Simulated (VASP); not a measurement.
The system is Cl.

```xyz
1
Lattice="4.1093 0.0000 0.0000 -2.0547 3.5588 0.0000 0.0000 0.0000 2.2186" Properties=species:S:1:pos:R:3 pbc="T T T"
Cl    0.0000    0.0000    0.0000
```

| Property | Result |
| --- | --- |
| Program | VASP 6.6.1 |
| Task | relaxation of cell and atoms |
| Functional | PBEsol |
| Potentials or basis | VASP PAW PBE potentials, release 64 (Cl) |
| Cutoff | 600 eV |
| k mesh | 9 × 9 × 12 |
| Occupations | gaussian, width 0.02 eV |
| Spin | no spin polarisation |

At the start: pressure 1.2 GPa; volume 32.45 Å³/atom.

Task: Where does the relaxation end?

Result: Over 15 steps the energy falls by 22.1 meV/atom and the volume is 25.91 Å³/atom (-20.1 %); space group P6/mmm (No. 191, to 0.05 Å).

Step by step:
| step | energy change (eV) | largest force (eV/Å) | pressure (GPa) | volume (Å³) |
| --- | --- | --- | --- | --- |
| 1 | 0.0000 | 0.0000 | 1.17 | 32.45 |
| 2 | 0.0063 | 0.0000 | -2.03 | 33.55 |
| 3 | -0.0075 | 0.0000 | -0.32 | 32.91 |
| 4 | -0.0075 | 0.0000 | -0.29 | 32.90 |
| 5 | -0.0081 | 0.0000 | -0.29 | 32.66 |
| 6 | -0.0099 | 0.0000 | -0.29 | 31.96 |
| 7 | -0.0133 | 0.0000 | -0.28 | 30.59 |
| 8 | -0.0195 | 0.0000 | -0.17 | 27.92 |
| 9 | -0.0096 | 0.0000 | 1.24 | 22.97 |
| 10 | -0.0214 | 0.0000 | -0.07 | 26.91 |
| 11 | -0.0220 | 0.0000 | 0.15 | 25.61 |
| 12 | -0.0221 | 0.0000 | 0.07 | 26.03 |
| 13 | -0.0221 | 0.0000 | 0.09 | 25.90 |
| 14 | -0.0195 | 0.0000 | -0.94 | 26.01 |
| 15 | -0.0221 | 0.0000 | 0.02 | 25.91 |

Final structure:
```cif
data_structure
_symmetry_space_group_name_H-M 'P 1'
_symmetry_Int_Tables_number 1
_cell_length_a 3.6405
_cell_length_b 3.6405
_cell_length_c 2.2574
_cell_angle_alpha 90.000
_cell_angle_beta 90.000
_cell_angle_gamma 120.000
_cell_volume 25.91
loop_
_atom_site_label
_atom_site_type_symbol
_atom_site_fract_x
_atom_site_fract_y
_atom_site_fract_z
_atom_site_occupancy
Cl1 Cl 0.00000 0.00000 0.00000 1
```

Caveat: the volume moved by over 15 % at a fixed basis, so the end points are rough; the PAW data sets were made with another functional, which shifts forces and pressure a little; an odd number of electrons without spin polarisation forces a metal; a magnetic or distorted state may lie lower.
